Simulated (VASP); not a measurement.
Hf2SeS3:

```
Hf Se S
1.0
     4.33759    0.00000    0.00000
    -2.16879    3.75646    0.00000
     0.00000    0.00000    7.85452
Hf Se S
2 1 3
Direct
  0.66667 0.33333 0.67866
  0.33333 0.66667 0.32134
  0.00000 0.00000 0.00000
  0.00000 0.00000 0.50000
  0.66667 0.33333 0.35725
  0.33333 0.66667 0.64275
```

```yaml
Program: VASP 6.6.1
Task: relaxation of cell and atoms
Functional: PBE
Potentials_or_basis: VASP PAW PBE potentials, release 64 (Hf_pv, Se, S)
Cutoff: 600 eV
k_mesh: 6 × 6 × 2
Occupations: gaussian, width 0.1 eV
Spin: no spin polarisation
```

At the start: pressure 2.4 GPa; volume 21.33 Å³/atom.

**Question.** Where does the relaxation end?

**Answer.** Over 13 steps the energy falls by 206.0 meV/atom and the volume is 19.50 Å³/atom (-8.6 %); space group P-3m1 (No. 164, to 0.05 Å).

Step by step:
| step | energy change (eV) | largest force (eV/Å) | pressure (GPa) | volume (Å³) |
| --- | --- | --- | --- | --- |
| 1 | 0.0000 | 1.6098 | 2.44 | 127.98 |
| 2 | -0.5854 | 1.0210 | -5.63 | 133.74 |
| 3 | -0.5898 | 0.9789 | -6.08 | 134.12 |
| 4 | -1.0471 | 1.1099 | -1.43 | 122.47 |
| 5 | -1.0797 | 1.2003 | 1.22 | 117.85 |
| 6 | -1.2177 | 0.1708 | 0.87 | 114.80 |
| 7 | -1.2211 | 0.0860 | 0.81 | 115.25 |
| 8 | -1.2302 | 0.1121 | -0.57 | 117.16 |
| 9 | -1.2302 | 0.1129 | -0.59 | 117.19 |
| 10 | -1.2345 | 0.0471 | 0.10 | 116.91 |
| 11 | -1.2346 | 0.0531 | 0.01 | 116.95 |
| 12 | -1.2351 | 0.0436 | 0.02 | 116.96 |
| 13 | -1.2359 | 0.0384 | 0.06 | 116.99 |

Final structure:
```
Hf Se S
1.0
     4.45333    0.00000    0.00000
    -2.22666    3.85670    0.00000
     0.00000    0.00000    6.81156
Hf Se S
2 1 3
Direct
  0.66667 0.33333 0.69669
  0.33333 0.66667 0.30331
  0.00000 0.00000 0.00000
  0.00000 0.00000 0.50000
  0.66667 0.33333 0.31475
  0.33333 0.66667 0.68525
```

Caveat: the k points lie up to 0.46 Å⁻¹ apart in the final cell.
